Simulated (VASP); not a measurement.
# BeRhS3 (Pm-3m) in VASP: notebook

BeRhS3 is run at these levels: PBE; tasks: single point.

Everything below comes from runs of VASP 6.6.1. Logs are shortened: lines on timing, memory, paths and dates and some standing lists are left out, and cuts for length are marked.

## 1. The cell of the first run

It takes space group Pm-3m (No. 221, cubic). Conventional cell: a = 4.224 Å, b = 4.224 Å, c = 4.224 Å, α = 90.00°, β = 90.00°, γ = 90.00°. Within 2.8 Å of Be (site symmetry m-3m) lie 6 S at 2.11 Å. Rh (site symmetry m-3m) has 12 S at 2.99 Å and 8 Be at 3.66 Å within 3.9 Å. S (site symmetry 4/mmm) has 2 Be at 2.11 Å within 2.8 Å.

## 2. Single point, PBE, collinear spin, ferromagnetic start

Contents of INCAR:

```
PREC = Accurate ; ENCUT = 520
EDIFF = 1E-7 ; ISMEAR = 0
SIGMA = 0.1 ; LREAL = F
LASPH = T ; NELM = 150
ALGO = Normal ; ISIF = 2
LWAVE = F ; LCHARG = F
ISPIN = 2 ; MAGMOM = 0 1 0 0 0
LORBIT = 11 ; LMAXMIX = 4
GGA = PE ; NBANDS = 30
```

Contents of KPOINTS:

```
Automatic mesh
0
Gamma
  4 4 4
```

Contents of POSCAR:

```
BeRhS3
1.0
    4.2239370813      0.0000000000      0.0000000000
    0.0000000000      4.2239370813      0.0000000000
    0.0000000000      0.0000000000      4.2239370813
Be Rh S
1 1 3
Direct
    0.0000000000      0.0000000000      0.0000000000
    0.5000000000      0.5000000000      0.5000000000
    0.5000000000      0.0000000000      0.0000000000
    0.0000000000      0.5000000000      0.0000000000
    0.0000000000      0.0000000000      0.5000000000
```

Potentials or basis: VASP PAW PBE potentials, release 64 (Be, Rh_pv, S).

Command:

```sh
$ cat potpaw_PBE.64/Be/POTCAR potpaw_PBE.64/Rh_pv/POTCAR potpaw_PBE.64/S/POTCAR > POTCAR
$ mpirun -np 1 vasp_std > vasp.out
```

OUTCAR:

```text
PREC = Accurate
   ENCUT = 520
   EDIFF = 1E-7
   ISMEAR = 0
   LREAL = F
   LASPH = T
   NELM = 150
   ISIF = 2
   ISPIN = 2
   LORBIT = 11
   GGA = PE

 ion  position               nearest neighbor table
   1  0.000  0.000  0.000-   3 2.11   4 2.11   5 2.11   5 2.11   4 2.11   3 2.11
   2  0.500  0.500  0.500-   3 2.99   4 2.99   5 2.99   3 2.99   4 2.99   3 2.99   5 2.99   3 2.99
                             4 2.99   5 2.99   4 2.99   5 2.99
   3  0.500  0.000  0.000-   1 2.11   1 2.11   2 2.99   2 2.99   2 2.99   2 2.99
   4  0.000  0.500  0.000-   1 2.11   1 2.11   2 2.99   2 2.99   2 2.99   2 2.99
   5  0.000  0.000  0.500-   1 2.11   1 2.11   2 2.99   2 2.99   2 2.99   2 2.99

  LATTYP: Found a simple cubic cell.
 ALAT       =     4.2239370813

  Lattice vectors:

 A1 = (   4.2239370813,   0.0000000000,   0.0000000000)
 A2 = (   0.0000000000,   4.2239370813,   0.0000000000)
 A3 = (   0.0000000000,   0.0000000000,   4.2239370813)

Analysis of symmetry for initial positions (statically):
=====================================================================
 Subroutine PRICEL returns:
 Original cell was already a primitive cell.

 Routine SETGRP: Setting up the symmetry group for a
 simple cubic supercell.

 Subroutine GETGRP returns: Found 48 space group operations
 (whereof 48 operations were pure point group operations)
 out of a pool of 48 trial point group operations.

The static configuration has the point symmetry O_h .

Analysis of symmetry for dynamics (positions and initial velocities):
=====================================================================
 Subroutine PRICEL returns:
 Original cell was already a primitive cell.

 Routine SETGRP: Setting up the symmetry group for a
 simple cubic supercell.

 Subroutine GETGRP returns: Found 48 space group operations
 (whereof 48 operations were pure point group operations)
 out of a pool of 48 trial point group operations.

The dynamic configuration has the point symmetry O_h .

Analysis of structural, dynamic, and magnetic symmetry:
=====================================================================
 Subroutine PRICEL returns:
 Original cell was already a primitive cell.

 Routine SETGRP: Setting up the symmetry group for a
 simple cubic supercell.

 Subroutine GETGRP returns: Found 48 space group operations
 (whereof 48 operations were pure point group operations)
 out of a pool of 48 trial point group operations.

The overall configuration has the point symmetry O_h .

 Subroutine INISYM returns: Found 48 space group operations
 (whereof 48 operations are pure point group operations),
 and found     1 'primitive' translations

----------------------------------------------------------------------------------------

                                     Primitive cell

  volume of cell :      75.3620

  direct lattice vectors                    reciprocal lattice vectors
     4.223937081  0.000000000  0.000000000     0.236745951  0.000000000  0.000000000
     0.000000000  4.223937081  0.000000000     0.000000000  0.236745951  0.000000000
     0.000000000  0.000000000  4.223937081     0.000000000  0.000000000  0.236745951

  length of vectors
     4.223937081  4.223937081  4.223937081     0.236745951  0.236745951  0.236745951

  position of ions in fractional coordinates (direct lattice)
     0.000000000  0.000000000  0.000000000
     0.500000000  0.500000000  0.500000000
     0.500000000  0.000000000  0.000000000
     0.000000000  0.500000000  0.000000000
     0.000000000  0.000000000  0.500000000

  ion indices of the primitive-cell ions
   primitive index   ion index
                 1           1
                 2           2
                 3           3
                 4           4
                 5           5

----------------------------------------------------------------------------------------

 KPOINTS: Automatic mesh

Automatic generation of k-mesh.
[... 24 lines left out ...]
  0.250000  0.000000  0.000000      6.000000
  0.500000  0.000000  0.000000      3.000000
  0.250000  0.250000  0.000000     12.000000
  0.500000  0.250000  0.000000     12.000000
  0.500000  0.500000  0.000000      3.000000
  0.250000  0.250000  0.250000      8.000000
  0.500000  0.250000  0.250000     12.000000
  0.500000  0.500000  0.250000      6.000000
  0.500000  0.500000  0.500000      1.000000
   k-points           NKPTS =     10   k-points in BZ     NKDIM =     10   number of bands    NBANDS=     30
   number of dos      NEDOS =    301   number of ions     NIONS =      5
   total plane-waves  NPLWV =  32768
   dimension x,y,z NGX =    32 NGY =   32 NGZ =   32
   dimension x,y,z NGXF=    64 NGYF=   64 NGZF=   64
   ions per type =               1   1   3
   NGX,Y,Z   is equivalent  to a cutoff of  12.59, 12.59, 12.59 a.u.
   NGXF,Y,Z  is equivalent  to a cutoff of  25.19, 25.19, 25.19 a.u.
 SYSTEM =  unknown system
   PREC   = accura    normal or accurate (medium, high low for compatibility)
   ISTART =      0    job   : 0-new  1-cont  2-samecut
   ICHARG =      2    charge: 1-file 2-atom 10-const
   ISPIN  =      2    spin polarized calculation?
   LNONCOLLINEAR =      F non collinear calculations
   LSORBIT =      F    spin-orbit coupling
   LASPH  =      T    aspherical Exc in radial PAW
   ENCUT  =  520.0 eV  38.22 Ry    6.18 a.u.   7.85  7.85  7.85*2*pi/ulx,y,z
   NELM   =    150;   NELMIN=  2; NELMDL= -5     # of ELM steps
   EDIFF  = 0.1E-06   stopping-criterion for ELM
   LREAL  =      F    real-space projection
   EDIFFG = 0.1E-05   stopping-criterion for IOM
   NSW    =      0    number of steps for IOM
   IBRION =     -1    ionic relax: 0-MD 1-quasi-New 2-CG
   NFREE  =      0    steps in history (QN), initial steepest desc. (CG)
   ISIF   =      2    stress and relaxation
   ISYM   =      2    0-nonsym 1-usesym 2-fastsym
   POTIM  = 0.5000    time-step for ionic-motion
   TEBEG  =    0.0;   TEEND  =   0.0 temperature during run
   PSTRESS=    0.0 pullay stress
   NELECT =      35.0000    total number of electrons
   NUPDOWN=      -1.0000    fix difference up-down
   EMIN   =  10.00;   EMAX   =-10.00  energy-range for DOS
   EFERMI =   0.00;   METHOD = LEGACY
   ISMEAR =     0;   SIGMA  =   0.10  broadening in eV -4-tet -1-fermi 0-gaus
   EFERMI_NEDOS =   21; number of points for ismear=-14 and -15
   IALGO  =     38    algorithm
   IMIX   =      4    mixing-type and parameters
     AMIX     =   0.40;   BMIX     =  1.00
     AMIX_MAG =   1.60;   BMIX_MAG =  1.00
  volume/ion in A,a.u.               =      15.07       101.71
  Fermi-wavevector in a.u.,A,eV,Ry     =   1.267788  2.395772 21.868470  1.607287
  Thomas-Fermi vector in A             =   2.400918
   LORBIT       =     11    0 simple, 1 ext, 2 COOP (PROOUT), +10 PAW based schemes
   GGA     = PE    functional components
   LHFCALC =     F    Hartree Fock is set to
   AEXX    =    0.0000 exact exchange contribution
   IVDW    =     0    specifies the selected vdW correction
   LEPSILON=     F    determine dielectric tensor
   LRPA    =     F    only Hartree local field effects (RPA)
 spin polarized calculation
 Gauss-broadening in eV      SIGMA  =   0.10
  energy-cutoff  :      520.00
  volume of cell :       75.36
 maximum number of plane-waves:      2048
 NGX is ok and might be reduce to    32
   NGX = 15   NGY = 15   NGZ = 15

 number of electron      34.9999997 magnetization       0.0070236

 number of electron      34.9999997 magnetization      -0.0001364

 Free energy of the ion-electron system (eV)
  ---------------------------------------------------
  ext. energy  EPLUGINS =         0.00000000
  ---------------------------------------------------
  free energy    TOTEN  =       -20.63898570 eV

  energy without entropy =      -20.61303476  energy(sigma->0) =      -20.62601023

 E-fermi :   7.1205     XC(G=0): -11.1311

 val. band max:        7.1090654781   @ k =   0.5000   0.5000   0.5000
 cond. band min:       7.1841892869   @ k =   0.2500   0.0000   0.0000
 fundamental gap:      0.0751238087
 Fermi energy:         7.1204557307

 spin component 1

 k-point     1 :       0.0000    0.0000    0.0000
  band No.  band energies     occupation
      1     -38.6775      1.00000
      2     -38.6775      1.00000
      3     -38.6775      1.00000
      4      -8.4380      1.00000
      5      -4.4195      1.00000
      6      -4.4195      1.00000
[... 309 lines left out ...]
     28      18.4751      0.00000
     29      18.4753      0.00000
 Fermi energy:         7.1204557307

 spin component 2

 k-point     1 :       0.0000    0.0000    0.0000
  band No.  band energies     occupation
      1     -38.6775      1.00000
      2     -38.6775      1.00000
      3     -38.6775      1.00000
      4      -8.4380      1.00000
      5      -4.4195      1.00000
      6      -4.4195      1.00000
[... 309 lines left out ...]
     28      18.4751      0.00000
     29      18.4752      0.00000
 [bands above 29 left out]

------------------------ aborting loop because EDIFF is reached ----------------------------------------

  FORCE on cell =-STRESS in cart. coord.  units (eV):
  Direction    XX          YY          ZZ          XY          YZ          ZX
  --------------------------------------------------------------------------------------
  -------------------------------------------------------------------------------------
  Total       -0.0391509     -0.0391509     -0.0391509     -0.0000000      0.0000000     -0.0000000
  in kB       -0.8323385     -0.8323385     -0.8323385     -0.0000000      0.0000000     -0.0000000
  external PRESSURE =      -0.8323385 kB  Pullay stress =       0.0000000 kB

 VOLUME and BASIS-vectors are now :
 -----------------------------------------------------------------------------
  energy-cutoff  :      520.00
  volume of cell :       75.36
      direct lattice vectors                 reciprocal lattice vectors
     4.223937081  0.000000000  0.000000000     0.236745951  0.000000000  0.000000000
     0.000000000  4.223937081  0.000000000     0.000000000  0.236745951  0.000000000
     0.000000000  0.000000000  4.223937081     0.000000000  0.000000000  0.236745951

 POSITION                                       TOTAL-FORCE (eV/Angst)
 -----------------------------------------------------------------------------------
      0.00000      0.00000      0.00000         0.000000      0.000000      0.000000
      2.11197      2.11197      2.11197         0.000000      0.000000      0.000000
      2.11197      0.00000      0.00000         0.000000      0.000000      0.000000
      0.00000      2.11197      0.00000         0.000000      0.000000      0.000000
      0.00000      0.00000      2.11197         0.000000      0.000000      0.000000
 -----------------------------------------------------------------------------------
    total drift:                                0.000000      0.000000     -0.000000

  FREE ENERGIE OF THE ION-ELECTRON SYSTEM (eV)
  ---------------------------------------------------
  free  energy   TOTEN  =       -20.6389856951 eV

  energy  without entropy=      -20.6130347638  energy(sigma->0) =      -20.62601023

 total charge

# of ion       s       p       d       tot
------------------------------------------
    1        0.386   0.725   0.000   1.112
    2        0.163   6.082   7.140  13.386
    3        1.394   2.237   0.000   3.631
    4        1.394   2.237   0.000   3.631
    5        1.394   2.237   0.000   3.631
--------------------------------------------------
tot          4.732  13.518   7.140  25.390

 magnetization (x)

# of ion       s       p       d       tot
------------------------------------------
    1        0.000   0.000   0.000   0.000
    2       -0.000  -0.000  -0.000  -0.000
    3       -0.000  -0.000   0.000  -0.000
    4       -0.000  -0.000   0.000  -0.000
    5       -0.000  -0.000   0.000  -0.000
--------------------------------------------------
tot         -0.000  -0.000  -0.000  -0.000
```

It took 46 s on 1 thread of Intel Xeon Platinum 8259CL at 2.50GHz (Skylake/Cascade Lake), shared host; peak memory 0.21 GiB.

What came out:

- Free energy: -20.6390 eV
- Pressure: -0.1 GPa
- Net moment: 0.00 μB per cell
- Valence electrons inside the program's atomic spheres: Be 1.11; Rh 13.39; S 3.63

Levels at points of the mesh, in eV from the Fermi level:
Spin up:
```
           k point  band 15  band 16  band 17  band 18  band 19  band 20
(0.00, 0.00, 0.00)    -1.26    -1.26    -1.26    -0.38    -0.38    -0.38
(0.50, 0.00, 0.00)    -1.95    -1.49    -1.21     0.60     0.85     0.85
(0.50, 0.50, 0.00)    -1.12    -1.11    -0.12     0.42     0.42     1.47
(0.50, 0.50, 0.50)    -1.13    -0.01    -0.01     0.40     0.96     0.96
```
Spin down:
| k point | band 14 | band 15 | band 16 | band 17 | band 18 | band 19 | band 20 | band 21 |
| --- | --- | --- | --- | --- | --- | --- | --- | --- |
| (0.00, 0.00, 0.00) | -1.56 | -1.26 | -1.26 | -1.26 | -0.38 | -0.38 | -0.38 | -0.08 |
| (0.50, 0.00, 0.00) | -1.95 | -1.95 | -1.49 | -1.21 | 0.60 | 0.85 | 0.85 | 3.82 |
| (0.50, 0.50, 0.00) | -1.45 | -1.12 | -1.11 | -0.12 | 0.42 | 0.42 | 1.47 | 4.81 |
| (0.50, 0.50, 0.50) | -1.13 | -1.13 | -0.01 | -0.01 | 0.40 | 0.96 | 0.96 | 0.96 |

Caveat: the k points lie up to 0.37 Å⁻¹ apart.

## 3. Single point, PBE, collinear spin, ferromagnetic start

This run uses another cell than the first one, of 19.62 Å³/atom, 1.302 times its volume.

Contents of INCAR:

```
SYSTEM = BeRhS3
ALGO = Normal
EDIFF = 1E-6
ENCUT = 520
GGA = PE
ISIF = 2
ISMEAR = 0
ISPIN = 2
LASPH = .True.
LCHARG = .False.
LMAXMIX = 4
LORBIT = 11
LREAL = .False.
LWAVE = .False.
MAGMOM = 0 1 0 0 0
NBANDS = 30
NELM = 150
PREC = Accurate
SIGMA = 0.1
```

Contents of KPOINTS:

```
k-points
0
Gamma
  4 4 4
  0 0 0
```

Edit POSCAR of step 2 so:

```diff
@@ -2,5 +2,5 @@
 1.0
-    4.2239370813      0.0000000000      0.0000000000
-    0.0000000000      4.2239370813      0.0000000000
-    0.0000000000      0.0000000000      4.2239370813
+    4.6120566800      0.0000000000      0.0000000000
+    0.0000000000      4.6120566800      0.0000000000
+    0.0000000000      0.0000000000      4.6120566800
 Be Rh S
```

Potentials or basis: VASP PAW PBE potentials, release 64 (Be, Rh_pv, S).

Command:

```sh
$ cat potpaw_PBE.64/Be/POTCAR potpaw_PBE.64/Rh_pv/POTCAR potpaw_PBE.64/S/POTCAR > POTCAR
$ mpirun -np 1 vasp_std > vasp.out
```

OUTCAR:

```text
SYSTEM = BeRhS3
   EDIFF = 1E-6
   ENCUT = 520
   GGA = PE
   ISIF = 2
   ISMEAR = 0
   ISPIN = 2
   LASPH = .True.
   LORBIT = 11
   LREAL = .False.
   NELM = 150
   PREC = Accurate

 ion  position               nearest neighbor table
   1  0.000  0.000  0.000-   3 2.31   4 2.31   5 2.31   5 2.31   4 2.31   3 2.31
   2  0.500  0.500  0.500-
   3  0.500  0.000  0.000-   1 2.31   1 2.31
   4  0.000  0.500  0.000-   1 2.31   1 2.31
   5  0.000  0.000  0.500-   1 2.31   1 2.31

  LATTYP: Found a simple cubic cell.
 ALAT       =     4.6120566800

  Lattice vectors:

[... 854 lines left out ...]
     0.000000000  0.000000000  4.612056680     0.000000000  0.000000000  0.216823007

 POSITION                                       TOTAL-FORCE (eV/Angst)
 -----------------------------------------------------------------------------------
      0.00000      0.00000      0.00000         0.000000      0.000000      0.000000
      2.30603      2.30603      2.30603         0.000000      0.000000      0.000000
      2.30603      0.00000      0.00000         0.000000      0.000000      0.000000
      0.00000      2.30603      0.00000         0.000000      0.000000      0.000000
      0.00000      0.00000      2.30603         0.000000      0.000000      0.000000
 -----------------------------------------------------------------------------------
    total drift:                                0.000000      0.000000      0.000000

  FREE ENERGIE OF THE ION-ELECTRON SYSTEM (eV)
  ---------------------------------------------------
  free  energy   TOTEN  =       -19.4744089083 eV

  energy  without entropy=      -19.4462256377  energy(sigma->0) =      -19.46031727

 total charge

# of ion       s       p       d       tot
------------------------------------------
    1        0.308   0.480   0.000   0.788
    2        0.117   6.035   7.126  13.279
    3        1.385   2.185   0.000   3.571
    4        1.385   2.185   0.000   3.571
    5        1.385   2.185   0.000   3.571
--------------------------------------------------
tot          4.582  13.071   7.126  24.779

 magnetization (x)

# of ion       s       p       d       tot
------------------------------------------
    1       -0.000  -0.001   0.000  -0.002
    2        0.002   0.001   0.364   0.367
    3        0.000   0.007   0.000   0.007
    4        0.000   0.007   0.000   0.007
    5        0.000   0.007   0.000   0.007
--------------------------------------------------
tot          0.003   0.020   0.364   0.387
```

Run time: 69 s. Hardware: 1 thread of Intel Xeon Platinum 8259CL at 2.50GHz (Skylake/Cascade Lake), shared host; peak memory 0.26 GiB.

What came out:

| Quantity | Value |
| --- | --- |
| Free energy | -19.4744 eV |
| Pressure | -13.0 GPa |
| Net moment | 0.40 μB per cell |
| Site moments | Be -0.00; Rh +0.37; S +0.01 μB |
| Valence electrons inside the program's atomic spheres | Be 0.79; Rh 13.28; S 3.57 |

(Part 1 of 2 ends here.)
